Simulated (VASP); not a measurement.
SiC, 4 atoms in the cell. The structure is hexagonal, space group P6_3mc (No. 186). The conventional cell has a = 3.011 Å, b = 3.011 Å, c = 4.938 Å, α = 90.00°, β = 90.00°, γ = 120.00°. Within 2.4 Å of Si (site symmetry 3m) lie 4 C at 1.84 to 1.86 Å. Within 2.4 Å of C (site symmetry 3m) lie 4 Si at 1.84 to 1.86 Å. 

```yaml
Program: VASP 6.6.1
Task: single point
Functional: PBE
Potentials_or_basis: VASP PAW PBE potentials, release 64 (Si, C)
Cutoff: 520 eV
k_mesh: 9 × 9 × 5
Occupations: fermi-dirac, width 0.0202 eV
Spin: no spin polarisation
Dipole_correction: no
Further_INCAR_settings: ALGO = Normal; EDIFF = 1e-06; NBANDS = 16
```

Potentials or basis: VASP PAW PBE potentials, release 64 (Si, C).

Run with:

```console
$ cat potpaw_PBE.64/Si/POTCAR potpaw_PBE.64/C/POTCAR > POTCAR
$ mpirun -np 1 vasp_std > vasp.out
```

Hardware: 1 thread of Intel(R) Xeon(R) 6975P-C (Granite Rapids), on a shared host.

Task: Estimate the wall time of this run.

Result: It took 7.8 s on 1 thread of Intel(R) Xeon(R) 6975P-C (Granite Rapids), on a shared host, peak memory 0.15 GiB. Counts: scf iterations 12, k points 36.
